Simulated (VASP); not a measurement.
Input of a VASP 6.6.1 run:

INCAR

```
PREC     = Accurate       # precision mode
ENCUT    = 600            # plane-wave cutoff, eV
EDIFF    = 1E-6           # SCF threshold, eV
ISMEAR   = 0              # smearing method
SIGMA    = 0.1            # smearing width, eV
LREAL    = F              # projectors in reciprocal space
LASPH    = T              # aspherical terms in the spheres
NELM     = 80             # most SCF steps
ALGO     = Normal         # electronic algorithm
ISIF     = 3              # what is computed and relaxed
LWAVE    = F              # write WAVECAR
LCHARG   = F              # write CHGCAR
GGA      = PE             # functional
IBRION   = 2              # ionic algorithm
NSW      = 100            # ionic steps
EDIFFG   = -0.01          # ionic threshold
```

KPOINTS

```
regular mesh
0
Gamma
  24 24 24
```

File POSCAR:

```
SiC
1.0
    0.0000000000      2.0262503581      2.0262503581
    2.0262503581      0.0000000000      2.0262503581
    2.0262503581      2.0262503581      0.0000000000
Si C
1 1
Direct
    0.0000000000      0.0000000000      0.0000000000
    0.5000000000      0.5000000000      0.5000000000
```

Potentials or basis: VASP PAW PBE potentials, release 64 (Si, C).

Run with:

```console
$ cat potpaw_PBE.64/Si/POTCAR potpaw_PBE.64/C/POTCAR > POTCAR
$ mpirun -np 1 vasp_std > vasp.out
```

(1) What does it give for the relaxed cell?

(2) Estimate the band gap on the k mesh.

Answers

(1) a = 2.869 Å, b = 2.869 Å, c = 2.869 Å, α = 60.00°, β = 60.00°, γ = 60.00°.

(2) zero (bands 4 and 5 overlap by 1.06 eV).
